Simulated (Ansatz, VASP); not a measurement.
Two plane-wave programs on In3GaSb2N2

```
In Ga Sb N
1.0
     4.39242    0.00000    0.00000
     0.00000    4.39242    0.00000
     0.00000    0.00000    9.02596
In Ga Sb N
3 1 2 2
Direct
  0.00000 0.00000 0.66530
  0.00000 0.00000 0.33470
  0.00000 0.00000 0.00000
  0.50000 0.50000 0.50000
  0.50000 0.50000 0.83781
  0.50000 0.50000 0.16219
  0.00000 0.50000 0.00000
  0.50000 0.00000 0.00000
```

Alike in both runs: functional PBE; k mesh 3 × 3 × 2; occupations gaussian, width 0.15 eV; no spin polarisation.

Ansatz relaxed the structure, and its values are those at the end. VASP's run is a single point on that final structure, the one shown.

|  | VASP | Ansatz |
| --- | --- | --- |
| version | VASP 6.6.1 | Ansatz 0.2.0 |
| potentials or method | VASP PAW PBE potentials, release 64 (In_d, Ga_d, Sb, N), cutoff 520 eV | scalar-relativistic, plane waves, PAW |
| valence electrons in the cell | 72 | 92 |

VASP gave:

| Item | Value |
| --- | --- |
| gap on the k mesh at the Fermi level (eV) | none |
| pressure (GPa) | 0.1 |
| rms of the force components (eV/Å) | 0.018 |

Task: Which values does Ansatz return?

Result: gap on the k mesh at the Fermi level (eV): none; pressure (GPa): 0.2; rms of the force components (eV/Å): 0.013.

A gap of «none» marks a metal or a gap that the smearing closes. With one functional, cell and mesh, what is left measures potentials, basis and numerics. VASP's potentials hold 72 valence electrons a cell and Ansatz's 92, so a difference there can come from the potentials and not from the codes.

The k mesh is coarse, so the values compare programs but aren't converged. Spin-orbit coupling is off throughout.
